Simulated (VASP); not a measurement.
Here is a VASP 6.6.1 calculation.

File INCAR:

```
PREC     = Accurate       # precision mode
ENCUT    = 520            # plane-wave cutoff, eV
EDIFF    = 1E-7           # SCF threshold, eV
ISMEAR   = 0              # smearing method
SIGMA    = 0.05           # smearing width, eV
LREAL    = False          # projectors in reciprocal space
LASPH    = True           # aspherical terms in the spheres
NELM     = 100            # most SCF steps
ALGO     = Normal         # electronic algorithm
ISIF     = 2              # what is computed and relaxed
LWAVE    = False          # write WAVECAR
LCHARG   = False          # write CHGCAR
GGA      = PE             # functional
NBANDS   = 20             # bands
```

The input KPOINTS:

```
regular mesh
0
Gamma
  10 10 10
```

POSCAR

```
TaBi
1.0
    0.0000000000      3.2304824722      3.2304824722
    3.2304824722      0.0000000000      3.2304824722
    3.2304824722      3.2304824722      0.0000000000
Ta Bi
1 1
Direct
    0.0000000000      0.0000000000      0.0000000000
    0.2500000000      0.2500000000      0.2500000000
```

Potentials or basis: VASP PAW PBE potentials, release 64 (Ta_pv, Bi_d).

The run is started by

```sh
$ cat potpaw_PBE.64/Ta_pv/POTCAR potpaw_PBE.64/Bi_d/POTCAR > POTCAR
$ mpirun -np 1 vasp_std > vasp.out
```

What does it give for the band gap on the k mesh?

Zero (bands 13 and 14 overlap by 0.29 eV).

Predict the pressure.

-0.1 GPa.

Caveat: spin-orbit coupling is left out, which moves the levels of the heavy elements.
